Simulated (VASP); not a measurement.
# Mo (P6/mmm) in VASP: further runs

Mo is run at these levels: r2SCAN; tasks: single point.

Everything below comes from runs of VASP 6.6.1. Logs are shortened: lines on timing, memory, paths and dates and some standing lists are left out, and cuts for length are marked.

### 1 The cell of the first run

Symmetry: P6/mmm, No. 191, hexagonal system. The conventional cell has a = 2.736 Å, b = 2.736 Å, c = 2.479 Å, α = 90.00°, β = 90.00°, γ = 120.00°. Mo (site symmetry 6/mmm) has 8 Mo at 2.48 to 2.74 Å within 3.3 Å.

### 2 Single point, r2SCAN (strain +0.000 along x and y, -0.030 along z)

Contents of POSCAR:

```
Mo
1.0
    2.7355103972      0.0000000000      0.0000000000
   -1.3677551986      2.3690214963      0.0000000000
    0.0000000000      0.0000000000      2.4785252790
Mo
1
Direct
    0.0000000000      0.0000000000      0.5000000000
```

Contents of INCAR.step1:

```
ALGO = Normal
EDIFF = 1E-4
ENCUT = 520
GGA = PE
ISMEAR = 0
LASPH = True
LCHARG = False
LREAL = False
LWAVE = True
NBANDS = 13
NELM = 100
PREC = Accurate
SIGMA = 0.15
```

Contents of INCAR.step2:

```
ALGO = Normal
EDIFF = 1E-7
ENCUT = 520
ISIF = 2
ISMEAR = 0
ISTART = 1
LASPH = True
LCHARG = False
LMIXTAU = True
LREAL = False
LWAVE = False
METAGGA = R2SCAN
NBANDS = 13
NELM = 100
PREC = Accurate
SIGMA = 0.15
```

Contents of KPOINTS:

```
k-points
0
Gamma
  18 18 18
```

Potentials or basis: VASP PAW PBE potentials, release 64 (Mo_sv).

Command:

```
$ cat potpaw_PBE.64/Mo_sv/POTCAR > POTCAR
$ cp INCAR.step1 INCAR
$ mpirun -np 1 vasp_std > vasp.out
$ cp INCAR.step2 INCAR
$ mpirun -np 1 vasp_std > vasp.out
```

OUTCAR:

```text
EDIFF = 1E-7
   ENCUT = 520
   ISIF = 2
   ISMEAR = 0
   ISTART = 1
   LASPH = True
   LREAL = False
   METAGGA = R2SCAN
   NELM = 100
   PREC = Accurate

 ion  position               nearest neighbor table
   1  0.000  0.000  0.500-

  LATTYP: Found a hexagonal cell.
 ALAT       =     2.7355103972
 C/A-ratio  =     0.9060558796

  Lattice vectors:

 A1 = (   2.7355103972,   0.0000000000,   0.0000000000)
 A2 = (  -1.3677551986,   2.3690214963,   0.0000000000)
 A3 = (   0.0000000000,   0.0000000000,   2.4785252790)

Analysis of symmetry for initial positions (statically):
=====================================================================
 Subroutine PRICEL returns:
 Original cell was already a primitive cell.

 Routine SETGRP: Setting up the symmetry group for a
 hexagonal supercell.

 Subroutine GETGRP returns: Found 24 space group operations
 (whereof 24 operations were pure point group operations)
 out of a pool of 24 trial point group operations.

The static configuration has the point symmetry D_6h.

Analysis of symmetry for dynamics (positions and initial velocities):
=====================================================================
 Subroutine PRICEL returns:
 Original cell was already a primitive cell.

 Routine SETGRP: Setting up the symmetry group for a
 hexagonal supercell.

 Subroutine GETGRP returns: Found 24 space group operations
 (whereof 24 operations were pure point group operations)
 out of a pool of 24 trial point group operations.

The dynamic configuration has the point symmetry D_6h.

 Subroutine INISYM returns: Found 24 space group operations
 (whereof 24 operations are pure point group operations),
 and found     1 'primitive' translations

----------------------------------------------------------------------------------------

                                     Primitive cell

  volume of cell :      16.0620

  direct lattice vectors                    reciprocal lattice vectors
     2.735510397  0.000000000  0.000000000     0.365562493  0.211057604  0.000000000
    -1.367755199  2.369021496  0.000000000     0.000000000  0.422115207  0.000000000
     0.000000000  0.000000000  2.478525279     0.000000000  0.000000000  0.403465726

  length of vectors
     2.735510397  2.735510397  2.478525279     0.422115207  0.422115207  0.403465726

  position of ions in fractional coordinates (direct lattice)
     0.000000000  0.000000000  0.500000000

  ion indices of the primitive-cell ions
   primitive index   ion index
                 1           1

----------------------------------------------------------------------------------------

 KPOINTS: k-points

Automatic generation of k-mesh.
 Grid dimensions read from file:
 generate k-points for:   18   18   18

 Generating k-lattice:

  Cartesian coordinates                     Fractional coordinates (reciprocal lattice)
     0.020309027  0.011725422  0.000000000     0.055555556 -0.000000000  0.000000000
     0.000000000  0.023450845  0.000000000     0.000000000  0.055555556  0.000000000
     0.000000000  0.000000000  0.022414763     0.000000000  0.000000000  0.055555556

  Length of vectors
     0.023450845  0.023450845  0.022414763

  Shift w.r.t. Gamma in fractional coordinates (k-lattice)
     0.000000000  0.000000000  0.000000000

 Subroutine IBZKPT returns following result:
 ===========================================

 Found    370 irreducible k-points:

 Following reciprocal coordinates:
            Coordinates               Weight
  0.000000  0.000000  0.000000      1.000000
  0.055556  0.000000  0.000000      6.000000
  0.111111  0.000000  0.000000      6.000000
  0.166667  0.000000  0.000000      6.000000
  0.222222  0.000000  0.000000      6.000000
  0.277778  0.000000  0.000000      6.000000
[... 16 lines left out ...]
  0.333333  0.111111  0.000000     12.000000
  0.388889  0.111111  0.000000     12.000000
 [... further k-points ...]
   k-points           NKPTS =    370   k-points in BZ     NKDIM =    370   number of bands    NBANDS=     13
   number of dos      NEDOS =    301   number of ions     NIONS =      1
   total plane-waves  NPLWV =   7200
   dimension x,y,z NGX =    20 NGY =   20 NGZ =   18
   dimension x,y,z NGXF=    40 NGYF=   40 NGZF=   36
   ions per type =               1
   NGX,Y,Z   is equivalent  to a cutoff of  12.15, 12.15, 12.07 a.u.
   NGXF,Y,Z  is equivalent  to a cutoff of  24.31, 24.31, 24.15 a.u.
 SYSTEM =  unknown system
   PREC   = accura    normal or accurate (medium, high low for compatibility)
   ISTART =      1    job   : 0-new  1-cont  2-samecut
   ICHARG =      0    charge: 1-file 2-atom 10-const
   ISPIN  =      1    spin polarized calculation?
   LNONCOLLINEAR =      F non collinear calculations
   LSORBIT =      F    spin-orbit coupling
   LASPH  =      T    aspherical Exc in radial PAW
   ENCUT  =  520.0 eV  38.22 Ry    6.18 a.u.   5.09  5.09  4.61*2*pi/ulx,y,z
   NELM   =    100;   NELMIN=  2; NELMDL=  0     # of ELM steps
   EDIFF  = 0.1E-06   stopping-criterion for ELM
   LREAL  =      F    real-space projection
   EDIFFG = 0.1E-05   stopping-criterion for IOM
   NSW    =      0    number of steps for IOM
   IBRION =     -1    ionic relax: 0-MD 1-quasi-New 2-CG
   NFREE  =      0    steps in history (QN), initial steepest desc. (CG)
   ISIF   =      2    stress and relaxation
   ISYM   =      2    0-nonsym 1-usesym 2-fastsym
   POTIM  = 0.5000    time-step for ionic-motion
   TEBEG  =    0.0;   TEEND  =   0.0 temperature during run
   PSTRESS=    0.0 pullay stress
   NELECT =      14.0000    total number of electrons
   NUPDOWN=      -1.0000    fix difference up-down
   EMIN   =  10.00;   EMAX   =-10.00  energy-range for DOS
   EFERMI =   0.00;   METHOD = LEGACY
   ISMEAR =     0;   SIGMA  =   0.15  broadening in eV -4-tet -1-fermi 0-gaus
   EFERMI_NEDOS =   21; number of points for ismear=-14 and -15
   IALGO  =     38    algorithm
   IMIX   =      4    mixing-type and parameters
     AMIX     =   0.40;   BMIX     =  1.00
     AMIX_MAG =   1.60;   BMIX_MAG =  1.00
  volume/ion in A,a.u.               =      16.06       108.39
  Fermi-wavevector in a.u.,A,eV,Ry     =   1.563810  2.955172 33.273063  2.445501
  Thomas-Fermi vector in A             =   2.666526
   LORBIT       =      0    0 simple, 1 ext, 2 COOP (PROOUT), +10 PAW based schemes
   METAGGA = R2SCAN    functional components
   LHFCALC =     F    Hartree Fock is set to
   AEXX    =    0.0000 exact exchange contribution
   IVDW    =     0    specifies the selected vdW correction
   LEPSILON=     F    determine dielectric tensor
   LRPA    =     F    only Hartree local field effects (RPA)
 non-spin polarized calculation
 Gauss-broadening in eV      SIGMA  =   0.15
  energy-cutoff  :      520.00
  volume of cell :       16.06
 maximum number of plane-waves:       448
   NGX = 11   NGY = 11   NGZ =  9

 number of electron      14.0000001 magnetization

 Free energy of the ion-electron system (eV)
  ---------------------------------------------------
  ext. energy  EPLUGINS =         0.00000000
  ---------------------------------------------------
  free energy    TOTEN  =       -25.13557023 eV

  energy without entropy =      -25.12519229  energy(sigma->0) =      -25.13038126

 E-fermi :  11.9552     XC(G=0): -14.3328

 val. band max:       11.9471106865   @ k =   0.4444   0.0000   0.0556
 cond. band min:      11.9646792441   @ k =   0.3333   0.3333   0.3889
 fundamental gap:      0.0175685575
 Fermi energy:        11.9552267717

 k-point     1 :       0.0000    0.0000    0.0000
  band No.  band energies     occupation
      1     -51.0117      2.00000
      2     -23.4913      2.00000
      3     -23.4913      2.00000
      4     -23.1866      2.00000
      5       4.7474      2.00000
      6       7.0982      2.00000
      7      10.9716      2.00000
      8      10.9716      2.00000
      9      16.7013      0.00000
     10      16.7013      0.00000
     11      25.3192      0.00000
     12      29.9027      0.00000
     13      33.7824      0.00000

 k-point     2 :       0.0556    0.0000    0.0000
  band No.  band energies     occupation
      1     -51.0043      2.00000
      2     -23.5396      2.00000
      3     -23.5019      2.00000
      4     -23.1819      2.00000
      5       4.8783      2.00000
      6       7.1486      2.00000
      7      10.8376      2.00000
      8      11.0888      2.00000
      9      16.5747      0.00000
     10      16.6803      0.00000
     11      25.6186      0.00000
     12      30.1492      0.00000
     13      33.0806      0.00000

 k-point     3 :       0.1111    0.0000    0.0000
  band No.  band energies     occupation
      1     -50.9830      2.00000
      2     -23.6775      2.00000
      3     -23.5325      2.00000
      4     -23.1683      2.00000
      5       5.2497      2.00000
      6       7.2964      2.00000
      7      10.4938      2.00000
      8      11.4356      2.00000
      9      16.2294      0.00000
     10      16.6203      0.00000
     11      26.4314      0.00000
     12      30.8461      0.00000
     13      31.6558      0.00000
[... 305 lines left out ...]
 k-point    23 :       0.3333    0.1111    0.0000
  band No.  band energies     occupation
      1     -50.7818      2.00000
      2     -24.7885      2.00000
      3     -23.9022      2.00000
      4     -23.0417      2.00000
      5       7.3452      2.00000
      6       8.1732      2.00000
      7      11.1569      2.00000
      8      13.9841      0.00000
      9      15.8735      0.00000
     10      16.3162      0.00000
     11      23.5902      0.00000
     12      26.0253      0.00000
     13      31.2120      0.00000

 k-point    24 :       0.3889    0.1111    0.0000
  band No.  band energies     occupation
      1     -50.7609      2.00000
      2     -24.8948      2.00000
      3     -23.9400      2.00000
      4     -23.0286      2.00000
      5       7.1998      2.00000
      6       8.3283      2.00000
      7      11.8783      1.53185
      8      13.8020      0.00000
      9      15.7990      0.00000
     10      17.0853      0.00000
     11      22.7130      0.00000
     12      25.2948      0.00000
     13      30.7242      0.00000

 [... further k-points ...]
[... 5 lines left out ...]
  --------------------------------------------------------------------------------------
  -------------------------------------------------------------------------------------
  Total        0.7028401      0.7028401      1.2496812      0.0000000      0.0000000      0.0000000
  in kB       70.1078072     70.1078072    124.6548240      0.0000000      0.0000000      0.0000000
  external PRESSURE =      88.2901461 kB  Pullay stress =       0.0000000 kB

 VOLUME and BASIS-vectors are now :
 -----------------------------------------------------------------------------
  energy-cutoff  :      520.00
  volume of cell :       16.06
      direct lattice vectors                 reciprocal lattice vectors
     2.735510397  0.000000000  0.000000000     0.365562493  0.211057604  0.000000000
    -1.367755199  2.369021496  0.000000000     0.000000000  0.422115207  0.000000000
     0.000000000  0.000000000  2.478525279     0.000000000  0.000000000  0.403465726

 POSITION                                       TOTAL-FORCE (eV/Angst)
 -----------------------------------------------------------------------------------
      0.00000      0.00000      1.23926         0.000000      0.000000      0.000000
 -----------------------------------------------------------------------------------
    total drift:                               -0.000000      0.000000      0.000000

  FREE ENERGIE OF THE ION-ELECTRON SYSTEM (eV)
  ---------------------------------------------------
  free  energy   TOTEN  =       -25.1355702277 eV

  energy  without entropy=      -25.1251922909  energy(sigma->0) =      -25.13038126
```

Run time: 1.8 min. Hardware: 1 thread of Intel Xeon 6975P-C (Granite Rapids), shared host; peak memory 0.18 GiB.

What came out:

| Property | Result |
| --- | --- |
| Free energy | -25.1356 eV |
| Pressure | 8.8 GPa |
| Band gap on the k mesh | zero (band 7 reaches 12.92 eV, above the bottom of band 8 at 10.97 eV) |

Levels at points of the mesh, in eV from the Fermi level:
```
           k point  band 4  band 5  band 6  band 7  band 8  band 9  band 10  band 11
(0.00, 0.00, 0.00)  -35.14   -7.21   -4.86   -0.98   -0.98    4.75     4.75    13.36
(0.50, 0.00, 0.00)  -34.98   -5.30   -3.62    0.97    1.68    4.09     4.59    10.79
(0.00, 0.00, 0.50)  -35.22   -3.71    0.05    0.05    0.23    0.69     0.69    11.74
(0.50, 0.00, 0.50)  -35.54   -5.80   -3.42   -0.63    5.04    6.67     6.99     7.93
```

Caveat: the cell differs from its parent crystal (strain +0.000 along x and y, -0.030 along z); the PAW data sets were made with another functional, which shifts forces and pressure a little.

### 3 Single point, r2SCAN (strain -0.015 along x and y, +0.000 along z)

Contents of POSCAR:

```
Mo
1.0
    2.6944777412      0.0000000000      0.0000000000
   -1.3472388706      2.3334861739      0.0000000000
    0.0000000000      0.0000000000      2.5551807000
Mo
1
Direct
    0.0000000000      0.0000000000      0.5000000000
```

Contents of INCAR.step1:

```
SYSTEM = Mo
PREC = Accurate
ENCUT = 520
ISMEAR = 0
SIGMA = 0.15
LREAL = .False.
LASPH = .True.
NELM = 60
NBANDS = 13
GGA = PE
ALGO = Normal
EDIFF = 1E-4
LWAVE = .True.
LCHARG = .False.
```

Contents of INCAR.step2:

```
SYSTEM = Mo
PREC = Accurate
ENCUT = 520
EDIFF = 1E-6
ISMEAR = 0
SIGMA = 0.15
LREAL = .False.
LASPH = .True.
NELM = 60
ALGO = Normal
ISIF = 2
LWAVE = .False.
LCHARG = .False.
METAGGA = R2SCAN
LMIXTAU = .True.
NBANDS = 13
ISTART = 1
```

Contents of KPOINTS:

```
Automatic mesh
0
Gamma
  18 18 18
  0 0 0
```

Potentials or basis: VASP PAW PBE potentials, release 64 (Mo_sv).

Command:

```
$ cat potpaw_PBE.64/Mo_sv/POTCAR > POTCAR
$ cp INCAR.step1 INCAR
$ mpirun -np 1 vasp_std > vasp.out
$ cp INCAR.step2 INCAR
$ mpirun -np 1 vasp_std > vasp.out
```

OUTCAR:

```text
SYSTEM = Mo
   PREC = Accurate
   ENCUT = 520
   EDIFF = 1E-6
   ISMEAR = 0
   LREAL = .False.
   LASPH = .True.
   NELM = 60
   ISIF = 2
   METAGGA = R2SCAN
   ISTART = 1

 ion  position               nearest neighbor table
   1  0.000  0.000  0.500-

  LATTYP: Found a hexagonal cell.
 ALAT       =     2.6944777412
 C/A-ratio  =     0.9483027679

  Lattice vectors:

 A1 = (   2.6944777412,   0.0000000000,   0.0000000000)
 A2 = (  -1.3472388706,   2.3334861739,   0.0000000000)
 A3 = (   0.0000000000,   0.0000000000,   2.5551807000)

Analysis of symmetry for initial positions (statically):
=====================================================================
 Subroutine PRICEL returns:
 Original cell was already a primitive cell.

 Routine SETGRP: Setting up the symmetry group for a
 hexagonal supercell.

 Subroutine GETGRP returns: Found 24 space group operations
 (whereof 24 operations were pure point group operations)
 out of a pool of 24 trial point group operations.

The static configuration has the point symmetry D_6h.

Analysis of symmetry for dynamics (positions and initial velocities):
=====================================================================
[... 162 lines left out ...]
 Fermi energy:        12.0927889384

 k-point     1 :       0.0000    0.0000    0.0000
  band No.  band energies     occupation
      1     -50.9836      2.00000
      2     -23.4097      2.00000
      3     -23.3662      2.00000
      4     -23.3662      2.00000
      5       4.7524      2.00000
      6       7.1812      2.00000
      7      11.0514      2.00000
      8      11.0514      2.00000
      9      16.5442      0.00000
     10      16.5442      0.00000
     11      25.6891      0.00000
     12      28.6413      0.00000
     13      34.4282      0.00000
[... 354 lines left out ...]
  band No.  band energies     occupation
      1     -50.6881      2.00000
      2     -24.9521      2.00000
      3     -23.8738      2.00000
      4     -23.2168      2.00000
      5       7.1824      2.00000
      6       8.6351      2.00000
      7      12.1269      0.74750
      8      13.1921      0.00000
      9      15.4971      0.00000
     10      17.4082      0.00000
     11      23.1486      0.00000
     12      25.6903      0.00000
     13      30.2892      0.00000

 [... further k-points ...]
[... 5 lines left out ...]
  --------------------------------------------------------------------------------------
  -------------------------------------------------------------------------------------
  Total        1.3012268      1.3012268      0.1083126      0.0000000      0.0000000      0.0000000
  in kB      129.7663658    129.7663658     10.8015958      0.0000000      0.0000000      0.0000000
  external PRESSURE =      90.1114425 kB  Pullay stress =       0.0000000 kB

 VOLUME and BASIS-vectors are now :
 -----------------------------------------------------------------------------
  energy-cutoff  :      520.00
  volume of cell :       16.07
      direct lattice vectors                 reciprocal lattice vectors
     2.694477741  0.000000000  0.000000000     0.371129434  0.214271679  0.000000000
    -1.347238871  2.333486174  0.000000000     0.000000000  0.428543358  0.000000000
     0.000000000  0.000000000  2.555180700     0.000000000  0.000000000  0.391361754

 POSITION                                       TOTAL-FORCE (eV/Angst)
 -----------------------------------------------------------------------------------
      0.00000      0.00000      1.27759         0.000000      0.000000      0.000000
 -----------------------------------------------------------------------------------
    total drift:                               -0.000000      0.000000     -0.000000

  FREE ENERGIE OF THE ION-ELECTRON SYSTEM (eV)
  ---------------------------------------------------
  free  energy   TOTEN  =       -25.1273928490 eV

  energy  without entropy=      -25.1199839953  energy(sigma->0) =      -25.12368842
```

OUTCAR.step1:

```text
SYSTEM = Mo
   PREC = Accurate
   ENCUT = 520
   ISMEAR = 0
   LREAL = .False.
   LASPH = .True.
   NELM = 60
[... 602 lines left out ...]
 -----------------------------------------------------------------------------------
      0.00000      0.00000      1.27759         0.000000      0.000000      0.000000
 -----------------------------------------------------------------------------------
    total drift:                               -0.000000      0.000000     -0.000000

  FREE ENERGIE OF THE ION-ELECTRON SYSTEM (eV)
  ---------------------------------------------------
  free  energy   TOTEN  =       -10.0245054544 eV

  energy  without entropy=      -10.0159843763  energy(sigma->0) =      -10.02024492
```

OSZICAR.step1:

```text
N       E                     dE             d eps       ncg     rms          rms(c)
DAV:   1     0.112813153913E+03    0.11281E+03   -0.91224E+03  9660   0.112E+03
DAV:   2    -0.901973962147E+01   -0.12183E+03   -0.11784E+03 10785   0.333E+02
DAV:   3    -0.104633622262E+02   -0.14436E+01   -0.14397E+01 11295   0.371E+01
DAV:   4    -0.104676317477E+02   -0.42695E-02   -0.42694E-02 10840   0.227E+00
DAV:   5    -0.104676652283E+02   -0.33481E-04   -0.33480E-04 11470   0.172E-01    0.140E+01
DAV:   6    -0.100785318554E+02    0.38913E+00   -0.50453E-01  9775   0.848E+00    0.464E+00
DAV:   7    -0.100267380353E+02    0.51794E-01   -0.10720E-01 10585   0.372E+00    0.728E-01
DAV:   8    -0.100244701480E+02    0.22679E-02   -0.34830E-03 10155   0.739E-01    0.912E-02
DAV:   9    -0.100245054544E+02   -0.35306E-04   -0.31776E-05  7245   0.724E-02
   1 F= -.10024505E+02 E0= -.10020245E+02  d E =-.852108E-02
```

Wall time 1.9 min (1 thread of Intel Xeon 6975P-C (Granite Rapids), shared host); peak memory 0.18 GiB.

What came out:

| Property | Result |
| --- | --- |
| Free energy | -25.1274 eV |
| Pressure | 9.0 GPa |
| Band gap on the k mesh | zero (band 7 reaches 13.00 eV, above the bottom of band 8 at 11.05 eV) |

Caveat: the cell differs from its parent crystal (strain -0.015 along x and y, +0.000 along z); the PAW data sets were made with another functional, which shifts forces and pressure a little.

[end of part 1 of 2]
